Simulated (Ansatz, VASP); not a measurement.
## Two plane-wave programs on SiC

```xyz
4
Lattice="3.0549 0.0000 0.0000 -1.5274 2.6456 0.0000 0.0000 0.0000 5.0147" Properties=species:S:1:pos:R:3 pbc="T T T"
Si    0.0000    1.7637    0.0231
Si    1.5274    0.8819    2.5304
C     0.0000    1.7637    1.9076
C     1.5274    0.8819    4.4150
```

Alike in both runs: functional r2SCAN; k mesh 12 × 12 × 6; occupations fermi-dirac, width 0.02 eV; no spin polarisation.

Ansatz relaxed the structure, and its values are those at the end. VASP's run is a single point on that final structure, the one shown.

|  | VASP | Ansatz |
| --- | --- | --- |
| version | VASP 6.6.1 | Ansatz 0.2.0 |
| potentials or method | VASP PAW PBE potentials, release 64 (Si, C), cutoff 520 eV | PAW plane waves |
| valence electrons in the cell | 16 | 16 |

Ansatz gave:

* gap on the k mesh at the Fermi level (eV): 2.62
* pressure (GPa): 4.8

Problem. Estimate VASP's values.

Solution. gap on the k mesh at the Fermi level (eV): 2.63; pressure (GPa): 4.5.

VASP's potentials were made for PBE, not for r2SCAN. Ansatz's warnings: stress scf threshold loose.
